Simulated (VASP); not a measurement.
Here is a VASP 6.6.1 calculation.

File INCAR:

```
SYSTEM = NaF
PREC = Accurate ; ENCUT = 520
EDIFF = 1E-7 ; ISMEAR = 0
SIGMA = 0.05 ; LREAL = .False.
LASPH = .True. ; NELM = 80
ALGO = Normal ; ISIF = 2
LWAVE = .False. ; LCHARG = .True.
LELF = .True. ; LVHAR = .True.
NBANDS = 14
```

The input KPOINTS:

```
Automatic mesh
0
Gamma
  4 4 4
  0 0 0
```

POSCAR

```
NaF
1.0
    0.0000000000      2.3233000000      2.3233000000
    2.3233000000      0.0000000000      2.3233000000
    2.3233000000      2.3233000000      0.0000000000
Na F
1 1
Direct
    0.0000000000      0.0000000000      0.0000000000
    0.4784788878      0.4784788878      0.4910856634
```

Potentials or basis: VASP PAW LDA potentials, release 64 (Na_pv, F).

Command:

```bash
$ cat potpaw_LDA.64/Na_pv/POTCAR potpaw_LDA.64/F/POTCAR > POTCAR
$ mpirun -np 1 vasp_std > vasp.out
```

Question: What does it give for the largest force?

Answer: 0.265 eV/Å.

Question: Predict the band gap on the k mesh.

Answer: 5.91 eV, direct.

Question: What does it give for the pressure?

Answer: -4.1 GPa.

Stress tensor (GPa, compression positive):
```
-4.31 -0.09 -0.14
-0.09 -4.31 -0.14
-0.14 -0.14 -3.78
```

Caveat: the k points lie up to 0.59 Å⁻¹ apart; the cell differs from its parent crystal (atom 2 (F) moved by (-0.100, -0.100) A along [1 1 0] and z).
